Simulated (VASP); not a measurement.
Input of a VASP 6.6.1 run:

INCAR

```
SYSTEM = Sc
ALGO = Normal ; EDIFF = 1E-7
EDIFFG = -0.01 ; ENCUT = 600
GGA = PS ; IBRION = 2
ISIF = 3 ; ISMEAR = -1
LASPH = .TRUE. ; LCHARG = .FALSE.
LREAL = .FALSE. ; LWAVE = .FALSE.
NELM = 100 ; NSW = 60
PREC = Accurate ; PSTRESS = 20.0
SIGMA = 0.05
```

Contents of KPOINTS:

```
k-points
0
G
  9 9 5
  0 0 0
```

File POSCAR:

```
Sc
1.0
    3.3090000000      0.0000000000      0.0000000000
   -1.6545000000      2.8656780611      0.0000000000
    0.0000000000      0.0000000000      5.2733000000
Sc
2
Direct
    0.6666666667      0.3333333333      0.7500000000
    0.3333333333      0.6666666667      0.2500000000
```

Potentials or basis: VASP PAW PBE potentials, release 64 (Sc_sv).

Command:

```bash
$ cat potpaw_PBE.64/Sc_sv/POTCAR > POTCAR
$ mpirun -np 1 vasp_std > vasp.out
```

**Question.** What does it give for the relaxed cell?

**Answer.** a = 3.242 Å, b = 3.242 Å, c = 5.036 Å, α = 90.00°, β = 90.00°, γ = 120.00°.

**Question.** What does it give for the band gap on the k mesh?

**Answer.** Zero (bands 11 and 12 overlap by 1.43 eV).

**Question.** Estimate the relaxed volume.

**Answer.** 22.92 Å³/atom.

**Question.** Predict the space group after relaxing (to 0.1 Å).

**Answer.** P6_3/mmc (No. 194).

The path:
```tsv
step	energy change (eV)	largest force (eV/Å)	pressure (GPa)	volume (Å³)
1	0.0000	0.0000	-2.76	50.00
2	0.0016	0.0000	3.55	44.82
3	-0.0152	0.0000	2.10	45.81
4	-0.0170	0.0000	2.06	45.83
5	-0.0177	0.0000	2.02	45.84
```

Caveat: the cell is relaxed towards a set pressure, so the run minimises the enthalpy, not the energy; the PAW data sets were made with another functional, which shifts forces and pressure a little.
